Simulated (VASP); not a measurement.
Si16N (a cell with a defect): single point with PBEsol

System: Si16N (a cell with a defect).

```
Si N
1.0
     0.00000    5.43000    5.43000
     5.43000    0.00000    5.43000
     5.43000    5.43000    0.00000
Si N
16 1
Direct
  0.97914 0.99216 0.03412
  0.13029 0.11606 0.13168
  0.03145 0.97124 0.50411
  0.10367 0.10612 0.66070
  0.01527 0.49017 0.00270
  0.12814 0.61878 0.13501
  0.03380 0.47349 0.50906
  0.16632 0.59578 0.62880
  0.50437 0.98392 0.99631
  0.60864 0.15449 0.09031
  0.44270 0.10550 0.45066
  0.66111 0.07405 0.62530
  0.50235 0.52125 0.98928
  0.63980 0.61007 0.13503
  0.54224 0.47465 0.50831
  0.66502 0.63205 0.62420
  0.65134 0.89857 0.53699
```

```
Program                : VASP 6.6.1
Task                   : single point
Functional             : PBEsol
Potentials or basis    : VASP PAW PBE potentials, release 64 (Si, N)
Cutoff                 : 520 eV
k mesh                 : 2 × 2 × 2
Occupations            : fermi-dirac, width 0.02 eV
Spin                   : collinear spin, ferromagnetic start
Starting moments       : [0.0, 0.0, 0.0, 0.0, 0.0, 0.0, 0.0, 0.0, 0.0, 0.0, 0.0, 0.0, 0.0, 0.0, 0.0, 0.0, 1.0] μB
Dipole correction      : no
Further INCAR settings : LREAL = Auto; ALGO = Normal; EDIFF = 1e-06; NBANDS = 52
```

```
Pressure                                              : 1.6 GPa
Largest force                                         : 0.084 eV/Å
Net moment                                            : 0.05 μB per cell
Valence electrons inside the program's atomic spheres : Si 1.68, 1.69, 1.70, 1.73, 1.71, 1.63, 1.64, 1.66 (each value once); N 3.82
```

Forces on the atoms (eV/Å):
```
Si   0.002 -0.022 -0.011
Si   0.002  0.015  0.010
Si  -0.015 -0.015 -0.029
Si   0.013 -0.004  0.001
Si  -0.010 -0.009  0.005
Si  -0.004  0.024 -0.020
Si  -0.006  0.015  0.016
Si  -0.012 -0.003  0.008
Si  -0.016 -0.024  0.014
Si  -0.013  0.005  0.000
Si   0.053 -0.010  0.009
Si   0.030 -0.028  0.003
Si  -0.003 -0.016  0.008
Si   0.033  0.009 -0.005
Si   0.015  0.053  0.012
Si  -0.051 -0.051 -0.043
N   -0.020  0.061  0.022
```

Stress tensor (GPa, compression positive):
```
 0.11  0.13 -1.04
 0.13  3.57 -0.58
-1.04 -0.58  1.16
```

Levels at points of the mesh, in eV from the Fermi level:
Spin up:
| k point | band 30 | band 31 | band 32 | band 33 | band 34 | band 35 | band 36 | band 37 | band 38 | band 39 |
| --- | --- | --- | --- | --- | --- | --- | --- | --- | --- | --- |
| (0.00, 0.00, 0.00) | -1.30 | -1.22 | -0.78 | -0.44 | -0.34 | -0.27 | 0.09 | 0.46 | 0.59 | 0.65 |
| (0.50, 0.00, 0.00) | -1.51 | -1.26 | -1.11 | -1.03 | -0.81 | -0.03 | 0.83 | 1.16 | 1.20 | 1.34 |
| (0.00, 0.50, 0.00) | -1.62 | -1.37 | -1.10 | -0.82 | -0.55 | 0.01 | 0.84 | 1.10 | 1.28 | 1.33 |
| (0.00, 0.00, 0.50) | -1.63 | -1.19 | -1.03 | -0.98 | -0.73 | -0.24 | 0.95 | 1.00 | 1.19 | 1.30 |
| (0.50, 0.50, 0.50) | -1.63 | -1.44 | -1.12 | -1.00 | -0.66 | 0.34 | 0.93 | 1.13 | 1.22 | 1.24 |
| (0.50, 0.50, 0.00) | -1.83 | -1.65 | -1.53 | -1.51 | -0.96 | 0.51 | 1.01 | 1.36 | 1.98 | 2.11 |
| (0.00, 0.50, 0.50) | -1.79 | -1.68 | -1.49 | -1.34 | -1.06 | 0.20 | 1.04 | 1.37 | 1.98 | 2.09 |
| (0.50, 0.00, 0.50) | -1.71 | -1.63 | -1.56 | -1.54 | -0.38 | -0.26 | 0.89 | 1.20 | 1.73 | 2.00 |
Spin down:
```
           k point  band 32  band 33  band 34  band 35  band 36  band 37
(0.00, 0.00, 0.00)    -0.77    -0.43    -0.34    -0.27     0.09     0.46
(0.50, 0.00, 0.00)    -1.11    -1.03    -0.81    -0.01     0.83     1.16
(0.00, 0.50, 0.00)    -1.10    -0.81    -0.55     0.03     0.85     1.11
(0.00, 0.00, 0.50)    -1.03    -0.98    -0.72    -0.23     0.95     1.00
(0.50, 0.50, 0.50)    -1.12    -0.99    -0.66     0.35     0.94     1.13
(0.50, 0.50, 0.00)    -1.53    -1.50    -0.96     0.52     1.01     1.36
(0.00, 0.50, 0.50)    -1.49    -1.34    -1.05     0.22     1.05     1.37
(0.50, 0.00, 0.50)    -1.56    -1.53    -0.36    -0.26     0.89     1.20
```

It took 16 min on 1 thread of Oxide Virtual Turin-like Processor, with other jobs on the host, peak memory 0.68 GiB.

Caveat: the k points lie up to 0.50 Å⁻¹ apart; the PAW data sets were made with another functional, which shifts forces and pressure a little.
